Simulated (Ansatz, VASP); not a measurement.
HfO2 in VASP and in Ansatz

Contents of INCAR:

```
ALGO = Normal ; EDIFF = 1E-7
ENCUT = 520 ; GGA = PE
ISIF = 2 ; ISMEAR = 0
LASPH = T ; LCHARG = F
LREAL = F ; LWAVE = F
NBANDS = 31 ; NELM = 80
PREC = Accurate ; SIGMA = 0.05
```

The input KPOINTS:

```
k-points
0
Gamma
  6 6 4
```

POSCAR

```
HfO2
1.0
    3.6043048131      0.0000000000      0.0000000000
    0.0000000000      3.6043048131      0.0000000000
    0.0000000000      0.0000000000      5.2639671549
Hf O
2 4
Direct
    0.5000000000      0.5006710376      0.5000000000
    0.0000000000     -0.0006710376      0.0000000000
    0.0000000000      0.4992735368      0.6932521152
    0.5000000000      0.0007264632      0.8067478848
    0.5000000000     -0.0208084510      0.3067478848
    0.0000000000      0.5208084510      0.1932521152
```

Input for Ansatz:

```yaml
crystal:
  lattice:
    - [3.6043048131, 0.0, 0.0]
    - [0.0, 3.6043048131, 0.0]
    - [0.0, 0.0, 5.2639671549]
  atoms:
    - { symbol: Hf, position: [0.5, 0.5006710376, 0.5] }
    - { symbol: Hf, position: [0.0, -0.0006710376, 0.0] }
    - { symbol: O, position: [0.0, 0.4992735368, 0.6932521152] }
    - { symbol: O, position: [0.5, 0.0007264632, 0.8067478848] }
    - { symbol: O, position: [0.5, -0.020808451, 0.3067478848] }
    - { symbol: O, position: [0.0, 0.520808451, 0.1932521152] }
basis:
  ecutwfc: 420
kpoints:
  mp_grid: { grid: [6, 6, 4] }
hamiltonian:
  xc: pbe
scf:
  occupations: { method: gaussian, width: 0.05 }
output:
  forces: true
  stress: true
  eigenvalues: true
```

Change from the starting cell: mode 17 (648.0 1/cm) frozen in, largest displacement +0.075 Å.

Alike in both runs: task single point; functional PBE; k mesh 6 × 6 × 4; occupations gaussian, width 0.05 eV; no spin polarisation.

|  | VASP | Ansatz |
| --- | --- | --- |
| version | VASP 6.6.1 | Ansatz 0.2.0 |
| potentials or method | VASP PAW PBE potentials, release 64 (Hf_pv, O), cutoff 520 eV | scalar-relativistic, plane waves, PAW |
| valence electrons in the cell | 44 | 76 |

|  | VASP | Ansatz | Ansatz less VASP |
| --- | --- | --- | --- |
| gap on the k mesh at the Fermi level (eV) | 4.64 | 4.68 | +0.033 |
| least direct gap on the mesh (eV) | 4.71 | 4.74 | +0.028 |
| pressure (GPa) | -2.2 | 0.9 | +3.12 |
| traceless stress, the component that is largest in VASP (GPa) | -3.19 | -3.35 | -0.166 |
| rms of the force components (eV/Å) | 0.657 | 0.664 | +0.0072 |

Atom by atom the forces differ by 0.025 eV/Å (rms over components). VASP's potentials hold 44 valence electrons a cell and Ansatz's 76, so a difference there can come from the potentials and not from the codes.

Spin-orbit coupling is off throughout.
